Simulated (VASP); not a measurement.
# CoO in VASP: notebook, part 2 of 2

VASP 6.6.1.

### 4 Single point, PBE, collinear spin, ferromagnetic start

This run uses another cell than the first one, of 9.81 Å³/atom.

The input, INCAR:

```
  PREC = Accurate
  ENCUT = 520
  EDIFF = 1E-7
  ISMEAR = -1
  SIGMA = 0.05
  LREAL = False
  LASPH = True
  NELM = 150
  ALGO = Normal
  ISIF = 2
  LWAVE = False
  LCHARG = False
  ISPIN = 2
  MAGMOM = 2 0
  LORBIT = 11
  LMAXMIX = 4
  GGA = PE
  NBANDS = 18
```

The input, KPOINTS:

```
regular mesh
0
Gamma
  11 11 10
```

The input, POSCAR:

```
CoO
1.0
    2.8656707157      0.0000000000      0.0000000000
   -1.4328404237      2.4817440913      0.0000000000
    0.0000000000      0.0000000000      2.7575362126
Co O
1 1
Direct
    0.0000000000      0.0000000000      0.5000000000
    0.6666700000      0.3333300000      0.0000000000
```

Launch:

```bash
$ cat potpaw_PBE.64/Co/POTCAR potpaw_PBE.64/O/POTCAR > POTCAR
$ mpirun -np 1 vasp_std > vasp.out
```

It took 2 min on 1 thread of AMD EPYC 9R45 (Zen 5), shared host; peak memory 0.21 GiB.

Results (log left out):

```
Free energy                                           : -12.9218 eV
Pressure                                              : -7.0 GPa
Band gap on the k mesh                                : zero (filled and empty bands overlap)
Net moment                                            : 3.00 μB per cell
Site moments                                          : Co +2.56; O +0.40 μB
Valence electrons inside the program's atomic spheres : Co 7.78; O 4.95
```

Stress tensor (GPa, compression positive):
```
-6.14  0.00  0.00
 0.00 -6.14  0.00
 0.00  0.00 -8.64
```

Levels at points of the mesh, in eV from the Fermi level:
Spin up:
| k point | band 5 | band 6 | band 7 | band 8 | band 9 | band 10 | band 11 | band 12 | band 13 | band 14 |
| --- | --- | --- | --- | --- | --- | --- | --- | --- | --- | --- |
| (0.00, 0.00, 0.00) | -3.48 | -2.93 | -2.93 | -1.02 | -1.02 | 0.53 | 14.52 | 15.83 | 15.83 | 18.28 |
| (0.00, 0.00, 0.50) | -3.22 | -3.22 | -2.14 | -1.25 | -1.25 | 6.62 | 6.69 | 20.87 | 20.87 | 21.26 |
Spin down:
| k point | band 2 | band 3 | band 4 | band 5 | band 6 | band 7 | band 8 | band 9 | band 10 | band 11 |
| --- | --- | --- | --- | --- | --- | --- | --- | --- | --- | --- |
| (0.00, 0.00, 0.00) | -3.47 | -3.47 | -2.81 | -2.53 | 0.32 | 0.32 | 0.79 | 0.79 | 1.11 | 14.90 |
| (0.00, 0.00, 0.50) | -7.92 | -2.84 | -2.84 | -0.92 | -0.92 | -0.14 | 0.96 | 0.96 | 7.13 | 7.29 |

Caveat: the cell stands under tension; a cell with one magnetic atom can't hold antiferromagnetic order, which such compounds often take; semilocal functionals often make such compounds metallic where correlation or magnetic order opens a gap, which also shifts bond lengths. With open d or f shells a metallic result of PBE can be an artefact of self-interaction; +U or a hybrid may open a gap.

### 5 Single point, PBE, collinear spin, ferromagnetic start

This run uses another cell than the first one, of 9.99 Å³/atom.

The input, INCAR:

```
  ALGO = Normal
  EDIFF = 1E-6
  ENCUT = 520
  GGA = PE
  ISIF = 2
  ISMEAR = -1
  ISPIN = 2
  LASPH = T
  LCHARG = T
  LELF = T
  LMAXMIX = 4
  LORBIT = 11
  LREAL = F
  LVHAR = T
  LWAVE = F
  MAGMOM = 2 0
  NBANDS = 18
  NELM = 150
  PREC = Accurate
  SIGMA = 0.05
```

The input, KPOINTS:

```
k-points
0
Gamma
  11 11 10
```

The input, POSCAR:

```
CoO
1.0
    2.8839238876      0.0000000000      0.0000000000
   -1.4419670419      2.4975518047      0.0000000000
    0.0000000000      0.0000000000      2.7751006110
Co O
1 1
Direct
    0.0000000000      0.0000000000      0.5000000000
    0.6666700000      0.3333300000      0.0000000000
```

Launch:

```bash
$ cat potpaw_PBE.64/Co/POTCAR potpaw_PBE.64/O/POTCAR > POTCAR
$ mpirun -np 1 vasp_std > vasp.out
```

Wall time 1.8 min (1 thread of AMD EPYC 9R45 (Zen 5), shared host); peak memory 0.21 GiB.

The run converged. Its results:

```
Free energy                                           : -12.9024 eV
Pressure                                              : -9.9 GPa
Band gap on the k mesh                                : zero (filled and empty bands overlap)
Net moment                                            : 3.00 μB per cell
Site moments                                          : Co +2.56; O +0.39 μB
Valence electrons inside the program's atomic spheres : Co 7.75; O 4.94
```

Stress tensor (GPa, compression positive):
```
 -8.84   0.00   0.00
  0.00  -8.84   0.00
  0.00   0.00 -12.15
```

Levels at points of the mesh, in eV from the Fermi level:
Spin up:
| k point | band 6 | band 7 | band 8 | band 9 | band 10 | band 11 | band 12 | band 13 |
| --- | --- | --- | --- | --- | --- | --- | --- | --- |
| (0.00, 0.00, 0.00) | -2.93 | -2.93 | -1.02 | -1.02 | 0.44 | 14.44 | 15.69 | 15.69 |
| (0.00, 0.00, 0.50) | -3.19 | -2.12 | -1.24 | -1.24 | 6.50 | 6.58 | 20.59 | 20.59 |
Spin down:
```csv
k point,band 3,band 4,band 5,band 6,band 7,band 8,band 9,band 10
"(0.00, 0.00, 0.00)",-3.38,-2.74,-2.47,0.34,0.34,0.78,0.78,1.03
"(0.00, 0.00, 0.50)",-2.75,-2.75,-0.89,-0.89,-0.16,0.97,0.97,7.02
```

Caveat: the cell stands under tension; a cell with one magnetic atom can't hold antiferromagnetic order, which such compounds often take; semilocal functionals often make such compounds metallic where correlation or magnetic order opens a gap, which also shifts bond lengths. With open d or f shells a metallic result of PBE can be an artefact of self-interaction; +U or a hybrid may open a gap.

### 6 Overview

| cell | gap on the mesh (eV) | pressure (GPa) | moment (μB) |
| --- | --- | --- | --- |
| a = 2.828, b = 2.828, c = 2.722 Å, angles 90.0, 90.0, 120.0°, 2 atoms, atomic positions A | none | 0.8 | 3.00 |
| a = 2.847, b = 2.847, c = 2.740 Å, angles 90.0, 90.0, 120.0°, 2 atoms, atomic positions B | none | -3.8 | 3.00 |
| a = 2.866, b = 2.866, c = 2.758 Å, angles 90.0, 90.0, 120.0°, 2 atoms, atomic positions B | none | -7.0 | 3.00 |
| a = 2.884, b = 2.884, c = 2.775 Å, angles 90.0, 90.0, 120.0°, 2 atoms, atomic positions B | none | -9.9 | 3.00 |

Alike in all rows: task single point; level PBE; potentials or basis VASP PAW PBE potentials, release 64 (Co, O); spin collinear, ferromagnetic start; k mesh 11 × 11 × 10; cutoff (eV) 520; smearing fermi-dirac 0.05 eV.

Caveats: a cell with one magnetic atom can't hold antiferromagnetic order, which such compounds often take; semilocal functionals often make such compounds metallic where correlation or magnetic order opens a gap, which also shifts bond lengths; the cell stands under tension (at least some runs).

Absolute energies hang on the potentials; compare differences alone.
